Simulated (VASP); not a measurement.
Crystal: Pd.

```
CELL_PARAMETERS angstrom
0.00000 1.94500 1.94500
1.94500 0.00000 1.94500
1.94500 1.94500 0.00000
ATOMIC_POSITIONS crystal
Pd 0.00000 0.00000 0.00000
```

```yaml
Program: VASP 6.6.1
Task: relaxation of cell and atoms
Functional: LDA
Potentials_or_basis: VASP PAW LDA potentials, release 64 (Pd)
Cutoff: 500 eV
k_mesh: 9 × 9 × 9
Occupations: gaussian, width 0.05 eV
Spin: no spin polarisation
```

At the start: pressure -8.2 GPa; volume 14.72 Å³/atom.

**Question.** How do energy, volume and symmetry change on relaxing?

**Answer.** Over 3 steps the energy falls by 15.6 meV/atom and the volume is 14.15 Å³/atom (-3.9 %); space group Fm-3m (No. 225, to 0.1 Å) before and after.

Step by step:
```
step  energy change (eV)  largest force (eV/Å)  pressure (GPa)  volume (Å³)
   1              0.0000                0.0000           -8.24        14.72
   2              0.0401                0.0000           19.76        13.16
   3             -0.0156                0.0000           -0.20        14.15
```

Final structure:
```yaml
crystal:
  lattice:
    - [0.00000, 1.91967, 1.91967]
    - [1.91967, 0.00000, 1.91967]
    - [1.91967, 1.91967, 0.00000]
  atoms:
    - { symbol: Pd, position: [0.00000, 0.00000, 0.00000] }
```
